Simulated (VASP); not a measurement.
A run of VASP 6.6.1 is set up as follows.

INCAR

```
SYSTEM = BaZrO3
  PREC = Accurate
  ENCUT = 520
  EDIFF = 1E-6
  ISMEAR = 0
  SIGMA = 0.01
  LREAL = .FALSE.
  LASPH = .TRUE.
  NELM = 100
  ALGO = Normal
  ISIF = 2
  LWAVE = .FALSE.
  LCHARG = .FALSE.
  GGA = PS
  NBANDS = 28
```

File KPOINTS:

```
regular mesh
0
G
  4 4 4
  0 0 0
```

File POSCAR:

```
BaZrO3
1.0
    4.3266369391      0.0000000000      0.0000000000
    0.0000000000      4.3266369391      0.0000000000
    0.0000000000      0.0000000000      4.3266369391
Ba Zr O
1 1 3
Direct
    0.0000000000      0.0000000000      0.0000000000
    0.5000000000      0.5000000000      0.5000000000
    0.0000000000      0.5000000000      0.5000000000
    0.5000000000      0.0000000000      0.5000000000
    0.5000000000      0.5000000000      0.0000000000
```

Potentials or basis: VASP PAW PBE potentials, release 64 (Ba_sv, Zr_sv, O).

The run is started by

```bash
$ cat potpaw_PBE.64/Ba_sv/POTCAR potpaw_PBE.64/Zr_sv/POTCAR potpaw_PBE.64/O/POTCAR > POTCAR
$ mpirun -np 1 vasp_std > vasp.out
```

**Question.** Estimate the pressure.

**Answer.** -12.6 GPa.

**Question.** Estimate the band gap on the k mesh.

**Answer.** 2.89 eV, indirect (least direct gap 3.20 eV).

Caveat: the PAW data sets were made with another functional, which shifts forces and pressure a little; spin-orbit coupling is left out, which moves the levels of the heavy elements. Expect the measured gap to be larger: semilocal functionals such as PBEsol lack the derivative discontinuity.
